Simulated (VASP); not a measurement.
# Si3S (Pm-3m) in VASP: single point with PBE

Aim: the single point of Si3S with PBE.

Program: VASP 6.6.1. These are calculated values, not measurements. Logs are shortened: lines on timing, memory, paths and dates and some standing lists are left out, and cuts for length are marked.

## Step 1: The cell of the first run

The structure is cubic, space group Pm-3m (No. 221). Conventional cell: a = 3.962 Å, b = 3.962 Å, c = 3.962 Å, α = 90.00°, β = 90.00°, γ = 90.00°. Si (site symmetry 4/mmm) has 8 Si at 2.80 Å and 4 S at 2.80 Å within 3.7 Å. S (site symmetry m-3m) has 12 Si at 2.80 Å within 3.7 Å.

## Step 2: Single point, PBE

File INCAR:

```
  PREC = Accurate
  ENCUT = 520
  EDIFF = 1E-6
  ISMEAR = 0
  SIGMA = 0.1
  LREAL = F
  LASPH = T
  NELM = 100
  ALGO = Normal
  ISIF = 2
  LWAVE = F
  LCHARG = F
  GGA = PE
  NBANDS = 17
```

File KPOINTS:

```
Automatic mesh
0
Gamma
  12 12 12
```

File POSCAR:

```
Si3S
1.0
    3.9619787225      0.0000000000      0.0000000000
    0.0000000000      3.9619787225      0.0000000000
    0.0000000000      0.0000000000      3.9619787225
Si S
3 1
Direct
    0.0000000000      0.5000000000      0.5000000000
    0.5000000000      0.0000000000      0.5000000000
    0.5000000000      0.5000000000      0.0000000000
    0.0000000000      0.0000000000      0.0000000000
```

Potentials or basis: VASP PAW PBE potentials, release 64 (Si, S).

On the command line:

```bash
cat potpaw_PBE.64/Si/POTCAR potpaw_PBE.64/S/POTCAR > POTCAR
mpirun -np 1 vasp_std > vasp.out
```

OUTCAR:

```text
PREC = Accurate
   ENCUT = 520
   EDIFF = 1E-6
   ISMEAR = 0
   LREAL = F
   LASPH = T
   NELM = 100
   ISIF = 2
   GGA = PE

 ion  position               nearest neighbor table
   1  0.000  0.500  0.500-   2 2.80   3 2.80   4 2.80   3 2.80   4 2.80   2 2.80   4 2.80   4 2.80
                             2 2.80   3 2.80   3 2.80   2 2.80
   2  0.500  0.000  0.500-   1 2.80   3 2.80   4 2.80   3 2.80   4 2.80   1 2.80   3 2.80   3 2.80
                             1 2.80   4 2.80   4 2.80   1 2.80
   3  0.500  0.500  0.000-   1 2.80   2 2.80   4 2.80   1 2.80   2 2.80   2 2.80   4 2.80   2 2.80
                             1 2.80   4 2.80   1 2.80   4 2.80
   4  0.000  0.000  0.000-   1 2.80   2 2.80   3 2.80   1 2.80   2 2.80   1 2.80   3 2.80   1 2.80
                             2 2.80   3 2.80   2 2.80   3 2.80

  LATTYP: Found a simple cubic cell.
 ALAT       =     3.9619787225

  Lattice vectors:

 A1 = (   3.9619787225,   0.0000000000,   0.0000000000)
 A2 = (   0.0000000000,   3.9619787225,   0.0000000000)
 A3 = (   0.0000000000,   0.0000000000,   3.9619787225)

Analysis of symmetry for initial positions (statically):
=====================================================================
 Subroutine PRICEL returns:
 Original cell was already a primitive cell.

 Routine SETGRP: Setting up the symmetry group for a
 simple cubic supercell.

 Subroutine GETGRP returns: Found 48 space group operations
 (whereof 48 operations were pure point group operations)
 out of a pool of 48 trial point group operations.

The static configuration has the point symmetry O_h .

Analysis of symmetry for dynamics (positions and initial velocities):
=====================================================================
 Subroutine PRICEL returns:
 Original cell was already a primitive cell.

 Routine SETGRP: Setting up the symmetry group for a
 simple cubic supercell.

 Subroutine GETGRP returns: Found 48 space group operations
 (whereof 48 operations were pure point group operations)
 out of a pool of 48 trial point group operations.

The dynamic configuration has the point symmetry O_h .

 Subroutine INISYM returns: Found 48 space group operations
 (whereof 48 operations are pure point group operations),
 and found     1 'primitive' translations

----------------------------------------------------------------------------------------

                                     Primitive cell

  volume of cell :      62.1923
[... 90 lines left out ...]
   LASPH  =      T    aspherical Exc in radial PAW
   ENCUT  =  520.0 eV  38.22 Ry    6.18 a.u.   7.37  7.37  7.37*2*pi/ulx,y,z
   NELM   =    100;   NELMIN=  2; NELMDL= -5     # of ELM steps
   EDIFF  = 0.1E-05   stopping-criterion for ELM
   LREAL  =      F    real-space projection
   EDIFFG = 0.1E-04   stopping-criterion for IOM
   NSW    =      0    number of steps for IOM
   IBRION =     -1    ionic relax: 0-MD 1-quasi-New 2-CG
   NFREE  =      0    steps in history (QN), initial steepest desc. (CG)
   ISIF   =      2    stress and relaxation
   ISYM   =      2    0-nonsym 1-usesym 2-fastsym
   POTIM  = 0.5000    time-step for ionic-motion
   TEBEG  =    0.0;   TEEND  =   0.0 temperature during run
   PSTRESS=    0.0 pullay stress
   NELECT =      18.0000    total number of electrons
   NUPDOWN=      -1.0000    fix difference up-down
   EMIN   =  10.00;   EMAX   =-10.00  energy-range for DOS
   EFERMI =   0.00;   METHOD = LEGACY
   ISMEAR =     0;   SIGMA  =   0.10  broadening in eV -4-tet -1-fermi 0-gaus
   EFERMI_NEDOS =   21; number of points for ismear=-14 and -15
   IALGO  =     38    algorithm
   IMIX   =      4    mixing-type and parameters
     AMIX     =   0.40;   BMIX     =  1.00
     AMIX_MAG =   1.60;   BMIX_MAG =  1.00
  volume/ion in A,a.u.               =      15.55       104.92
  Fermi-wavevector in a.u.,A,eV,Ry     =   1.082896  2.046377 15.955067  1.172664
  Thomas-Fermi vector in A             =   2.218949
   LORBIT       =      0    0 simple, 1 ext, 2 COOP (PROOUT), +10 PAW based schemes
   GGA     = PE    functional components
   LHFCALC =     F    Hartree Fock is set to
   AEXX    =    0.0000 exact exchange contribution
   IVDW    =     0    specifies the selected vdW correction
   LEPSILON=     F    determine dielectric tensor
   LRPA    =     F    only Hartree local field effects (RPA)
 non-spin polarized calculation
 Gauss-broadening in eV      SIGMA  =   0.10
  energy-cutoff  :      520.00
  volume of cell :       62.19
 maximum number of plane-waves:      1743
 NGX is ok and might be reduce to    30
   NGX = 15   NGY = 15   NGZ = 15

 number of electron      18.0000004 magnetization

 Free energy of the ion-electron system (eV)
  ---------------------------------------------------
  ext. energy  EPLUGINS =         0.00000000
  ---------------------------------------------------
  free energy    TOTEN  =       -17.64482640 eV

  energy without entropy =      -17.63466246  energy(sigma->0) =      -17.63974443

 E-fermi :   9.2217     XC(G=0): -10.9856

 val. band max:        9.2217067183   @ k =   0.5000   0.4167   0.0833
 cond. band min:       9.2227007960   @ k =   0.0833   0.0833   0.0833
 fundamental gap:      0.0009940777
 Fermi energy:         9.2217412999

 k-point     1 :       0.0000    0.0000    0.0000
  band No.  band energies     occupation
      1      -6.5470      2.00000
      2       0.0170      2.00000
      3       3.1605      2.00000
      4       3.1605      2.00000
      5       3.1605      2.00000
      6       4.7072      2.00000
[... 457 lines left out ...]
      4       1.8105      2.00000
      5       4.9233      2.00000
      6       5.5795      2.00000
[... 9 lines left out ...]
     16      16.2397      0.00000
     17      17.3446      0.00000

 [... further k-points ...]
[... 5 lines left out ...]
  --------------------------------------------------------------------------------------
  -------------------------------------------------------------------------------------
  Total       -0.0060259     -0.0060259     -0.0060259     -0.0000000     -0.0000000     -0.0000000
  in kB       -0.1552374     -0.1552374     -0.1552374     -0.0000000     -0.0000000     -0.0000000
  external PRESSURE =      -0.1552374 kB  Pullay stress =       0.0000000 kB

 VOLUME and BASIS-vectors are now :
 -----------------------------------------------------------------------------
  energy-cutoff  :      520.00
  volume of cell :       62.19
      direct lattice vectors                 reciprocal lattice vectors
     3.961978723  0.000000000  0.000000000     0.252399134  0.000000000  0.000000000
     0.000000000  3.961978723  0.000000000     0.000000000  0.252399134  0.000000000
     0.000000000  0.000000000  3.961978723     0.000000000  0.000000000  0.252399134

 POSITION                                       TOTAL-FORCE (eV/Angst)
 -----------------------------------------------------------------------------------
      0.00000      1.98099      1.98099         0.000000      0.000000      0.000000
      1.98099      0.00000      1.98099         0.000000      0.000000      0.000000
      1.98099      1.98099      0.00000         0.000000      0.000000      0.000000
      0.00000      0.00000      0.00000         0.000000      0.000000      0.000000
 -----------------------------------------------------------------------------------
    total drift:                               -0.000000     -0.000000     -0.000000

  FREE ENERGIE OF THE ION-ELECTRON SYSTEM (eV)
  ---------------------------------------------------
  free  energy   TOTEN  =       -17.6448264016 eV

  energy  without entropy=      -17.6346624625  energy(sigma->0) =      -17.63974443
```

stdout:

```text
POSCAR found type information on POSCAR SiS
 POSCAR found :  2 types and       4 ions
 scaLAPACK will be used
 LDA part: xc-table for (Slater+PW92), standard interpolation
 POSCAR, INCAR and KPOINTS ok, starting setup
 FFT: planning ... GRIDC
 FFT: planning ... GRID_SOFT
 FFT: planning ... GRID
 WAVECAR not read
 entering main loop
```

It took 66 s on 1 thread of AMD EPYC 7R43 (Zen 3), shared host; peak memory 0.17 GiB.

What came out:

* Free energy: -17.6448 eV
* Pressure: 0.0 GPa
* Band gap on the k mesh: zero (band 9 reaches 12.48 eV, above the bottom of band 10 at 8.01 eV)
